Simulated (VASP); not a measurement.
# Bi2Se3 (R-3m) in VASP: further runs

The runs below take Bi2Se3 through single point, with vdW-DF-cx, PBE.

All numbers are computed with VASP 6.6.1; they aren't measurements. Logs are shortened: lines on timing, memory, paths and dates and some standing lists are left out, and cuts for length are marked.

### Step 1. The cell of the first run

The structure is trigonal, space group R-3m (No. 166). The conventional cell has a = 4.143 Å, b = 4.143 Å, c = 28.636 Å, α = 90.00°, β = 90.00°, γ = 120.00°. Bi (site symmetry 3m) has 6 Se at 2.85 to 3.07 Å within 3.8 Å. Se (site symmetry 3m) has 3 Bi at 2.85 Å and 3 Se at 3.52 Å within 3.8 Å. Se (site symmetry -3m) has 6 Bi at 3.07 Å and 12 Se at 4.14 to 4.23 Å within 4.3 Å.

### Step 2. Single point, vdW-DF-cx

Contents of INCAR:

```
  GGA = CX
  LUSE_VDW = T
  AGGAC = 0.0
  ISMEAR = 0
  SIGMA = 0.03
  LWAVE = F
  LCHARG = F
  ISIF = 2
  PREC = Accurate
  LASPH = T
  LREAL = F
  ALGO = Normal
  EDIFF = 1E-6
  NELM = 120
  GGA_COMPAT = F
  ENCUT = 320
  EFERMI = MIDGAP
  KPAR = 4
  NBANDS = 37
  ADDGRID = F
```

Contents of KPOINTS:

```
Automatic mesh
0
Gamma
  6 6 6
  0 0 0
```

Contents of POSCAR:

```
Bi2Se3
1.0
    2.0715000000      1.1959810826      9.5453333333
   -2.0715000000      1.1959810826      9.5453333333
    0.0000000000     -2.3919621653      9.5453333333
Bi Se
2 3
Direct
    0.5992000000      0.5992000000      0.5992000000
    0.4008000000      0.4008000000      0.4008000000
    0.7883000000      0.7883000000      0.7883000000
    0.2117000000      0.2117000000      0.2117000000
    0.0000000000      0.0000000000      0.0000000000
```

Potentials or basis: VASP PAW PBE potentials, release 64 (Bi_d, Se).

Started as:

```sh
> cat potpaw_PBE.64/Bi_d/POTCAR potpaw_PBE.64/Se/POTCAR > POTCAR
> mpirun -np 4 vasp_std > vasp.out
```

OUTCAR:

```text
GGA = CX
   ISMEAR = 0
   ISIF = 2
   PREC = Accurate
   LASPH = T
   LREAL = F
   EDIFF = 1E-6
   NELM = 120
   ENCUT = 320
   EFERMI = MIDGAP

 Found     32 irreducible k-points:

 Following reciprocal coordinates:
            Coordinates               Weight
  0.000000  0.000000  0.000000      1.000000
  0.166667  0.000000 -0.000000      6.000000
  0.333333 -0.000000 -0.000000      6.000000
  0.500000  0.000000 -0.000000      3.000000
  0.166667  0.166667 -0.000000      6.000000
  0.333333  0.166667 -0.000000     12.000000
   k-points           NKPTS =     32   k-points in BZ     NKDIM =     32   number of bands    NBANDS=     37
   number of dos      NEDOS =    301   number of ions     NIONS =      5
   total plane-waves  NPLWV = 216000
   dimension x,y,z NGX =    60 NGY =   60 NGZ =   60
   dimension x,y,z NGXF=   120 NGYF=  120 NGZF=  120
   ions per type =               2   3
   NGX,Y,Z   is equivalent  to a cutoff of  10.14, 10.14, 10.14 a.u.
   NGXF,Y,Z  is equivalent  to a cutoff of  20.27, 20.27, 20.27 a.u.
 SYSTEM =  unknown system
   PREC   = accura    normal or accurate (medium, high low for compatibility)
   ISTART =      0    job   : 0-new  1-cont  2-samecut
   ICHARG =      2    charge: 1-file 2-atom 10-const
   ISPIN  =      1    spin polarized calculation?
   LNONCOLLINEAR =      F non collinear calculations
   LSORBIT =      F    spin-orbit coupling
   LASPH  =      T    aspherical Exc in radial PAW
   ENCUT  =  320.0 eV  23.52 Ry    4.85 a.u.  14.35 14.35 14.35*2*pi/ulx,y,z
   NELM   =    120;   NELMIN=  2; NELMDL= -5     # of ELM steps
   EDIFF  = 0.1E-05   stopping-criterion for ELM
   LREAL  =      F    real-space projection
   EDIFFG = 0.1E-04   stopping-criterion for IOM
   NSW    =      0    number of steps for IOM
   IBRION =     -1    ionic relax: 0-MD 1-quasi-New 2-CG
   NFREE  =      0    steps in history (QN), initial steepest desc. (CG)
   ISIF   =      2    stress and relaxation
   ISYM   =      2    0-nonsym 1-usesym 2-fastsym
   POTIM  = 0.5000    time-step for ionic-motion
   TEBEG  =    0.0;   TEEND  =   0.0 temperature during run

   SCALEE = 1.0000    scale energy and forces
   PSTRESS=    0.0 pullay stress
   NELECT =      48.0000    total number of electrons
   NUPDOWN=      -1.0000    fix difference up-down
   EMIN   =  10.00;   EMAX   =-10.00  energy-range for DOS
   EFERMI =   0.00;   METHOD = MIDGAP
   ISMEAR =     0;   SIGMA  =   0.03  broadening in eV -4-tet -1-fermi 0-gaus
   EFERMI_NEDOS =   21; number of points for ismear=-14 and -15
   IALGO  =     38    algorithm
   IMIX   =      4    mixing-type and parameters
     AMIX     =   0.40;   BMIX     =  1.00
     AMIX_MAG =   1.60;   BMIX_MAG =  1.00
  volume/ion in A,a.u.               =      28.38       191.50
  Fermi-wavevector in a.u.,A,eV,Ry     =   1.140700  2.155610 17.703848  1.301196
  Thomas-Fermi vector in A             =   2.277401
   LORBIT       =      0    0 simple, 1 ext, 2 COOP (PROOUT), +10 PAW based schemes
   GGA     = CX    functional components
   LHFCALC =     F    Hartree Fock is set to
   AEXX    =    0.0000 exact exchange contribution
   IVDW_NL    =     1    kernel type
   BPARAM     = 6.3000
   IVDW    =     0    specifies the selected vdW correction
   LEPSILON=     F    determine dielectric tensor
   LRPA    =     F    only Hartree local field effects (RPA)

   CSHIFT  =0.1000    complex shift for real part using Kramers Kronig

   OMEGAMAX=  -1.0    maximum frequency
 non-spin polarized calculation
 Gauss-broadening in eV      SIGMA  =   0.03
  energy-cutoff  :      320.00
  volume of cell :      141.89
 maximum number of plane-waves:      1868
 NGX is ok and might be reduce to    60
   NGX = 29   NGY = 29   NGZ = 29

 number of electron      48.0000005 magnetization

 Free energy of the ion-electron system (eV)
  ---------------------------------------------------
  ext. energy  EPLUGINS =         0.00000000
  ---------------------------------------------------
  free energy    TOTEN  =        -9.32813043 eV

  energy without entropy =       -9.32813039  energy(sigma->0) =       -9.32813041

 E-fermi :   4.9388     XC(G=0):  -9.6022

 val. band max:        4.8524891472   @ k =   0.0000   0.0000   0.0000
 cond. band min:       5.0252094988   @ k =   0.0000   0.0000   0.0000
 fundamental gap:      0.1727203516
 Fermi energy:         4.9388493230

 k-point     1 :       0.0000    0.0000    0.0000
  band No.  band energies     occupation
      1     -18.1751      2.00000
      2     -18.1751      2.00000
      3     -18.1729      2.00000
      4     -18.1729      2.00000
      5     -18.1642      2.00000
      6     -18.1615      2.00000
      7     -18.1533      2.00000
      8     -18.1533      2.00000
      9     -18.1506      2.00000
     10     -18.1506      2.00000
     11      -9.5986      2.00000
     12      -8.8749      2.00000
     13      -7.9763      2.00000
     14      -4.7039      2.00000
     15      -3.9464      2.00000
     16       2.6458      2.00000
     17       2.7425      2.00000
     18       2.9895      2.00000
     19       2.9895      2.00000
     20       2.9936      2.00000
     21       2.9936      2.00000
     22       3.6628      2.00000
     23       3.6628      2.00000
     24       4.8525      1.99995
     25       5.0252      0.00005
     26       6.2123      0.00000
     27       6.2123      0.00000
     28       6.9408      0.00000
     29       7.5297      0.00000
     30       7.5297      0.00000
     31      10.6821      0.00000
     32      11.8569      0.00000
     33      11.8569      0.00000
     34      11.8822      0.00000
     35      11.8992      0.00000
     36      12.6053      0.00000

 k-point     2 :       0.1667    0.0000   -0.0000
  band No.  band energies     occupation
      1     -18.1793      2.00000
      2     -18.1765      2.00000
      3     -18.1694      2.00000
      4     -18.1675      2.00000
      5     -18.1610      2.00000
      6     -18.1582      2.00000
      7     -18.1563      2.00000
      8     -18.1539      2.00000
      9     -18.1531      2.00000
     10     -18.1502      2.00000
     11      -9.3467      2.00000
     12      -8.6623      2.00000
     13      -7.8323      2.00000
     14      -4.8794      2.00000
     15      -4.2333      2.00000
     16       1.4983      2.00000
     17       1.5962      2.00000
     18       2.1980      2.00000
     19       2.3159      2.00000
     20       2.9019      2.00000
     21       3.5518      2.00000
     22       3.5613      2.00000
     23       3.7680      2.00000
     24       4.1785      2.00000
     25       6.1739      0.00000
     26       6.5883      0.00000
     27       6.9004      0.00000
     28       7.0174      0.00000
     29       7.5737      0.00000
     30       8.2080      0.00000
     31       9.9567      0.00000
     32      10.8529      0.00000
     33      12.1095      0.00000
     34      12.2819      0.00000
     35      12.7714      0.00000
     36      12.8772      0.00000

 k-point     3 :       0.3333   -0.0000   -0.0000
  band No.  band energies     occupation
      1     -18.1895      2.00000
      2     -18.1852      2.00000
      3     -18.1649      2.00000
      4     -18.1628      2.00000
      5     -18.1601      2.00000
      6     -18.1593      2.00000
      7     -18.1501      2.00000
      8     -18.1488      2.00000
      9     -18.1466      2.00000
     10     -18.1466      2.00000
     11      -8.6396      2.00000
     12      -8.1392      2.00000
     13      -7.5345      2.00000
     14      -5.5167      2.00000
     15      -4.9535      2.00000
     16       0.0233      2.00000
     17       1.1067      2.00000
     18       1.4893      2.00000
     19       1.7474      2.00000
     20       2.1378      2.00000
     21       2.4350      2.00000
     22       3.3983      2.00000
     23       3.6415      2.00000
     24       4.2847      2.00000
     25       5.8441      0.00000
     26       6.8963      0.00000
     27       7.1738      0.00000
     28       7.8645      0.00000
     29       8.5065      0.00000
     30       9.0949      0.00000
     31       9.3146      0.00000
     32      11.3005      0.00000
     33      11.9993      0.00000
     34      13.4585      0.00000
     35      13.5764      0.00000
     36      13.9392      0.00000

 k-point     4 :       0.5000    0.0000   -0.0000
  band No.  band energies     occupation
      1     -18.1956      2.00000
      2     -18.1903      2.00000
      3     -18.1674      2.00000
      4     -18.1626      2.00000
      5     -18.1626      2.00000
      6     -18.1581      2.00000
      7     -18.1456      2.00000
      8     -18.1429      2.00000
      9     -18.1422      2.00000
     10     -18.1418      2.00000
     11      -7.8497      2.00000
     12      -7.7405      2.00000
     13      -7.6966      2.00000
     14      -5.9173      2.00000
     15      -5.5462      2.00000
     16      -0.5878      2.00000
     17       1.3336      2.00000
     18       1.3982      2.00000
     19       1.5412      2.00000
     20       1.8316      2.00000
     21       1.8468      2.00000
     22       2.7028      2.00000
     23       3.6350      2.00000
     24       4.2966      2.00000
     25       5.6528      0.00000
     26       6.7479      0.00000
     27       7.7801      0.00000
     28       7.9829      0.00000
     29       8.9286      0.00000
     30       8.9811      0.00000
     31       9.0872      0.00000
     32      10.9564      0.00000
     33      13.5699      0.00000
     34      14.3236      0.00000
     35      14.7500      0.00000
     36      14.9838      0.00000

 k-point     5 :       0.1667    0.1667   -0.0000
  band No.  band energies     occupation
      1     -18.1792      2.00000
      2     -18.1765      2.00000
      3     -18.1693      2.00000
      4     -18.1675      2.00000
      5     -18.1611      2.00000
      6     -18.1582      2.00000
      7     -18.1561      2.00000
      8     -18.1538      2.00000
      9     -18.1531      2.00000
     10     -18.1503      2.00000
     11      -9.3388      2.00000
     12      -8.6860      2.00000
     13      -7.8111      2.00000
     14      -4.8866      2.00000
     15      -4.2365      2.00000
     16       1.3886      2.00000
     17       1.8418      2.00000
     18       2.1592      2.00000
     19       2.2847      2.00000
     20       2.9863      2.00000
     21       3.2093      2.00000
     22       3.5102      2.00000
     23       3.9930      2.00000
     24       4.2341      2.00000
     25       6.0878      0.00000
     26       6.4719      0.00000
     27       6.7674      0.00000
     28       7.1499      0.00000
     29       7.7456      0.00000
     30       8.2843      0.00000
     31      10.0954      0.00000
     32      10.7409      0.00000
     33      11.9730      0.00000
     34      12.2302      0.00000
     35      12.6615      0.00000
     36      13.2852      0.00000

 k-point     6 :       0.3333    0.1667   -0.0000
  band No.  band energies     occupation
      1     -18.1833      2.00000
      2     -18.1805      2.00000
      3     -18.1659      2.00000
      4     -18.1650      2.00000
      5     -18.1599      2.00000
      6     -18.1597      2.00000
      7     -18.1541      2.00000
      8     -18.1539      2.00000
      9     -18.1490      2.00000
     10     -18.1462      2.00000
     11      -8.8516      2.00000
     12      -8.3187      2.00000
     13      -7.5790      2.00000
     14      -5.2447      2.00000
     15      -4.8146      2.00000
     16       0.6078      2.00000
     17       0.9283      2.00000
     18       1.4230      2.00000
     19       2.0298      2.00000
     20       2.0813      2.00000
     21       2.4848      2.00000
     22       3.5791      2.00000
     23       4.1446      2.00000
     24       4.1811      2.00000
     25       6.2579      0.00000
     26       6.5189      0.00000
     27       7.1150      0.00000
     28       7.8781      0.00000
     29       8.6366      0.00000
     30       8.8400      0.00000
     31      10.0260      0.00000
     32      10.0697      0.00000
     33      12.0158      0.00000
     34      12.6003      0.00000
     35      13.3899      0.00000
     36      13.5681      0.00000

 [... further k-points ...]

 [bands above 36 left out]

------------------------ aborting loop because EDIFF is reached ----------------------------------------

  FORCE on cell =-STRESS in cart. coord.  units (eV):
  Direction    XX          YY          ZZ          XY          YZ          ZX
  --------------------------------------------------------------------------------------
  -------------------------------------------------------------------------------------
  Total       -0.0633505     -0.0633505      0.0742476     -0.0000000     -0.0000000      0.0000000
  in kB       -0.7153337     -0.7153337      0.8383810     -0.0000000     -0.0000000      0.0000000
  external PRESSURE =      -0.1974288 kB  Pullay stress =       0.0000000 kB

 VOLUME and BASIS-vectors are now :
 -----------------------------------------------------------------------------
  energy-cutoff  :      320.00
  volume of cell :      141.89
      direct lattice vectors                 reciprocal lattice vectors
     2.071500000  1.195981083  9.545333333     0.241370987  0.139355604  0.034921078
    -2.071500000  1.195981083  9.545333333    -0.241370987  0.139355604  0.034921078
     0.000000000 -2.391962165  9.545333333     0.000000000 -0.278711209  0.034921078

 POSITION                                       TOTAL-FORCE (eV/Angst)
 -----------------------------------------------------------------------------------
      0.00000     -0.00000     17.15869         0.000000     -0.000000      0.229022
      0.00000     -0.00000     11.47731         0.000000      0.000000     -0.229022
      0.00000     -0.00000     22.57376         0.000000     -0.000000      0.212730
      0.00000     -0.00000      6.06224         0.000000      0.000000     -0.212730
      0.00000      0.00000      0.00000         0.000000      0.000000      0.000000
 -----------------------------------------------------------------------------------
    total drift:                               -0.000000     -0.000000      0.000000

  FREE ENERGIE OF THE ION-ELECTRON SYSTEM (eV)
  ---------------------------------------------------
  free  energy   TOTEN  =        -9.3281304252 eV

  energy  without entropy=       -9.3281303857  energy(sigma->0) =       -9.32813041

Total vdW correction in eV:      8.0727247
```

Run time: 5.4 min. Hardware: 4 MPI ranks of Intel Xeon 6975P-C (Granite Rapids), shared host; peak memory 1.5 GiB.

What came out:

- Free energy: -9.3281 eV
- Pressure: 0.0 GPa
- Largest force: 0.229 eV/Å
- Band gap on the k mesh: 0.17 eV

Forces in eV/Å, atoms in the order of the input:
```
Bi   0.000  0.000  0.229
Bi   0.000  0.000 -0.229
Se   0.000  0.000  0.213
Se   0.000  0.000 -0.213
Se   0.000  0.000  0.000
```

Caveat: the PAW data sets were made with another functional, which shifts forces and pressure a little; spin-orbit coupling is left out, which moves the levels of the heavy elements. A k mesh can miss the band edges.

### Step 3. Single point, vdW-DF-cx

INCAR, as its differences from that of step 2:

```diff
@@ -12,9 +12,9 @@
   ALGO = Normal
-  EDIFF = 1E-6
+  EDIFF = 1E-8
   NELM = 120
   GGA_COMPAT = F
-  ENCUT = 320
+  ENCUT = 640
   EFERMI = MIDGAP
   KPAR = 4
-  NBANDS = 37
+  NBANDS = 50
   ADDGRID = F
```

Contents of KPOINTS:

```
Automatic mesh
0
Gamma
  10 10 10
  0 0 0
```

POSCAR is that of step 2.

Potentials or basis: VASP PAW PBE potentials, release 64 (Bi_d, Se).

Started as:

```sh
> cat potpaw_PBE.64/Bi_d/POTCAR potpaw_PBE.64/Se/POTCAR > POTCAR
> mpirun -np 4 vasp_std > vasp.out
```

Run time: 39 min. Hardware: 4 MPI ranks of Intel Xeon 6975P-C (Granite Rapids), shared host; peak memory 4.1 GiB.

The run converged. Its results:

| Item | Value |
| --- | --- |
| Free energy | -9.3331 eV |
| Pressure | 0.3 GPa |
| Largest force | 0.203 eV/Å |
| Band gap on the k mesh | 0.17 eV |

Forces in eV/Å, atoms in the order of the input:
```
Bi   0.000  0.000  0.203
Bi   0.000  0.000 -0.203
Se   0.000  0.000  0.187
Se   0.000  0.000 -0.187
Se   0.000  0.000  0.000
```

Stress tensor (GPa, compression positive):
```
0.29 0.00 0.00
0.00 0.29 0.00
0.00 0.00 0.45
```

Levels at points of the mesh, in eV from the valence-band top:
| k point | band 21 | band 22 | band 23 | band 24 | band 25 | band 26 | band 27 | band 28 |
| --- | --- | --- | --- | --- | --- | --- | --- | --- |
| (0.00, 0.00, 0.00) | -1.86 | -1.20 | -1.20 | 0.00 | 0.17 | 1.35 | 1.35 | 2.08 |
| (0.50, 0.00, 0.00) | -3.01 | -2.16 | -1.23 | -0.56 | 0.80 | 1.89 | 2.92 | 3.13 |
| (0.50, 0.50, 0.00) | -1.90 | -1.89 | -1.63 | -1.01 | 1.31 | 1.92 | 2.57 | 2.95 |
| (0.50, 0.50, 0.50) | -1.57 | -1.37 | -1.37 | -0.46 | 0.59 | 1.67 | 1.67 | 2.01 |

Caveat: the PAW data sets were made with another functional, which shifts forces and pressure a little; spin-orbit coupling is left out, which moves the levels of the heavy elements. A k mesh can miss the band edges.

### Step 4. Single point, PBE

Contents of INCAR:

```
PREC = Accurate ; ENCUT = 520
EDIFF = 1E-6 ; ISMEAR = 0
SIGMA = 0.013000000000000001 ; LREAL = F
LASPH = T ; NELM = 80
ALGO = Normal ; ISIF = 2
LWAVE = F ; LCHARG = F
GGA = PE ; NBANDS = 32
```

Contents of KPOINTS:

```
regular mesh
0
Gamma
  8 8 8
```

POSCAR is that of step 3.

Started as:

```sh
> cat potpaw_PBE.64/Bi_d/POTCAR potpaw_PBE.64/Se/POTCAR > POTCAR
> mpirun -np 1 vasp_std > vasp.out
```

Run time: 45 min. Hardware: 1 thread of Intel Xeon 8259CL, shared host; peak memory 1 GiB.

It converged, with:

* Free energy: -20.1550 eV
* Pressure: 2.6 GPa
* Largest force: 0.171 eV/Å
* Band gap on the k mesh: 0.21 eV

Forces in eV/Å, atoms in the order of the input:
```
Bi   0.000  0.000  0.168
Bi   0.000  0.000 -0.168
Se   0.000  0.000  0.171
Se   0.000  0.000 -0.171
Se   0.000  0.000  0.000
```

Levels at points of the mesh, in eV from the valence-band top:
```csv
k point,band 22,band 23,band 24,band 25,band 26,band 27
"(0.00, 0.00, 0.00)",-1.22,-1.22,0.00,0.21,1.39,1.39
"(0.50, 0.00, 0.00)",-2.15,-1.24,-0.56,0.84,1.92,2.96
"(0.50, 0.50, 0.00)",-1.89,-1.65,-1.01,1.34,1.95,2.59
"(0.50, 0.50, 0.50)",-1.39,-1.39,-0.45,0.62,1.70,1.70
```

Caveat: spin-orbit coupling is left out, which moves the levels of the heavy elements.

### Step 5. The runs side by side

| level | k mesh | cutoff (eV) | smearing | tolerance level | purpose | dipole correction | gap on the mesh (eV) | pressure (GPa) | largest force (eV/Å) |
| --- | --- | --- | --- | --- | --- | --- | --- | --- | --- |
| vdW-DF-cx | 6 × 6 × 6 | 320 | gaussian 0.03 eV | screening | levels | - | 0.17 | 0.0 | 0.23 |
| vdW-DF-cx | 10 × 10 × 10 | 640 | gaussian 0.03 eV | screening | levels | - | 0.17 | 0.3 | 0.20 |
| PBE | 8 × 8 × 8 | 520 | gaussian 0.013 eV | - | - | no | 0.21 | 2.6 | 0.17 |

Alike in all rows: task single point; potentials or basis VASP PAW PBE potentials, release 64 (Bi_d, Se); no spin polarisation; cell as given.

On the cell as given the gap runs from 0.17 eV (vdW-DF-cx) to 0.21 eV (PBE); the meshes differ, which moves gaps too. The pressure there spans 0.0 GPa (vdW-DF-cx) to 2.6 GPa (PBE); a positive pressure means that this level wants a larger cell, a negative one a smaller.

Caveats: spin-orbit coupling is left out, which moves the levels of the heavy elements; the PAW data sets were made with another functional, which shifts forces and pressure a little (at least some runs).

Total energies depend on the potentials used, so only differences within one code and one set of settings carry meaning.
